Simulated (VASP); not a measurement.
Input of a VASP 6.6.1 run:

File INCAR:

```
  ALGO = Normal
  EDIFF = 1E-6
  ENCUT = 520
  GGA = PE
  ISIF = 2
  ISMEAR = -1
  LASPH = True
  LCHARG = False
  LREAL = False
  LWAVE = False
  NBANDS = 13
  NELM = 60
  PREC = Accurate
  SIGMA = 0.6
```

The input KPOINTS:

```
k-points
0
Gamma
  14 14 14
```

Contents of POSCAR:

```
W
1.0
   -1.5921723362      1.5921723362      1.5921723362
    1.5921723362     -1.5921723362      1.5921723362
    1.5921723362      1.5921723362     -1.5921723362
W
1
Direct
    0.0000000000      0.0000000000      0.0000000000
```

Potentials or basis: VASP PAW PBE potentials, release 64 (W_sv).

Command:

```console
$ cat potpaw_PBE.64/W_sv/POTCAR > POTCAR
$ mpirun -np 1 vasp_std > vasp.out
```

Estimate the band gap on the k mesh.

zero (band 7 reaches 16.27 eV, above the bottom of band 8 at 10.02 eV).

Estimate the pressure.

4.8 GPa.

Caveat: spin-orbit coupling is left out, which moves the levels of the heavy elements.
